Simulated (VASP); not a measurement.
Input of a VASP 6.6.1 run:

Contents of INCAR:

```
SYSTEM = V
PREC = Accurate
ENCUT = 520
EDIFF = 1E-6
ISMEAR = -1
SIGMA = 0.05
LREAL = .FALSE.
LASPH = .TRUE.
NELM = 150
ALGO = Normal
ISIF = 2
LWAVE = .FALSE.
LCHARG = .FALSE.
ISPIN = 2
MAGMOM = 1.5
LORBIT = 11
LMAXMIX = 4
GGA = PE
NBANDS = 16
```

KPOINTS

```
regular mesh
0
G
  15 15 15
  0 0 0
```

POSCAR

```
V
1.0
    0.0000000000      1.9081460107      1.9081460107
    1.9081460107      0.0000000000      1.9081460107
    1.9081460107      1.9081460107      0.0000000000
V
1
Direct
    0.0000000000      0.0000000000      0.0000000000
```

Potentials or basis: VASP PAW PBE potentials, release 64 (V_sv).

Command:

```bash
$ cat potpaw_PBE.64/V_sv/POTCAR > POTCAR
$ mpirun -np 1 vasp_std > vasp.out
```

**Question.** Estimate the net moment.

**Answer.** 0.00 μB per cell.

**Question.** What does it give for the pressure?

**Answer.** 0.2 GPa.

Caveat: the moments typed at the start vanished in this run.
